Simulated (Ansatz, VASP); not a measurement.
**Two plane-wave programs on Ru**

File INCAR:

```
SYSTEM = Ru
PREC = Accurate ; ENCUT = 520
EDIFF = 1E-6 ; ISMEAR = -1
SIGMA = 0.08 ; LREAL = .False.
LASPH = .True. ; NELM = 60
ALGO = Normal ; ISIF = 2
LWAVE = .False. ; LCHARG = .False.
GGA = PE ; NBANDS = 21
```

File KPOINTS:

```
regular mesh
0
Gamma
  18 18 10
  0 0 0
```

POSCAR

```
Ru
1.0
    2.4970391229      0.0000000000      0.0000000000
   -1.2485195615      2.1624993146      0.0000000000
    0.0000000000      0.0000000000      3.9782100822
Ru
2
Direct
    0.3333333333      0.6666666667      0.2500000000
    0.6666666667      0.3333333333      0.7500000000
```

Input for Ansatz:

```yaml
crystal:
  lattice:
    - [2.4970391229, 0.0, 0.0]
    - [-1.2485195615, 2.1624993146, 0.0]
    - [0.0, 0.0, 3.9782100822]
  atoms:
    - { symbol: Ru, position: [0.3333333333, 0.6666666667, 0.25] }
    - { symbol: Ru, position: [0.6666666667, 0.3333333333, 0.75] }
kpoints:
  mp_grid: { grid: [18, 18, 10] }
scf:
  occupations: { method: fermi_dirac, width: 0.08 }
hamiltonian:
  xc: pbe
  pseudopotentials: { kind: paw }
output:
  forces: true
  stress: true
  eigenvalues: true
  populations: true
```

Change from the starting cell: volume scaled by 0.78, PAW files.

Alike in both runs: task single point; functional PBE; k mesh 18 × 18 × 10; occupations fermi-dirac, width 0.08 eV; no spin polarisation.

```csv
,VASP,Ansatz
version,VASP 6.6.1,Ansatz 0.2.0
potentials or method,"VASP PAW PBE potentials, release 64 (Ru_pv)","PAW with Ansatz's default frozen-core files, scalar-relativistic"
plane-wave cutoff (eV),520,420
valence electrons in the cell,28,32
```

|  | VASP | Ansatz | Ansatz less VASP |
| --- | --- | --- | --- |
| pressure (GPa) | 140.3 | 139.3 | -1.07 |
| traceless stress, the component that is largest in VASP (GPa) | 0.12 | -0.02 | -0.138 |

Both programs put the cell under a high pressure, so it lies far from rest at this level. VASP's potentials hold 28 valence electrons a cell and Ansatz's 32, so a difference there can come from the potentials and not from the codes.

Noted on VASP's run: the cell as given lies far from equilibrium.
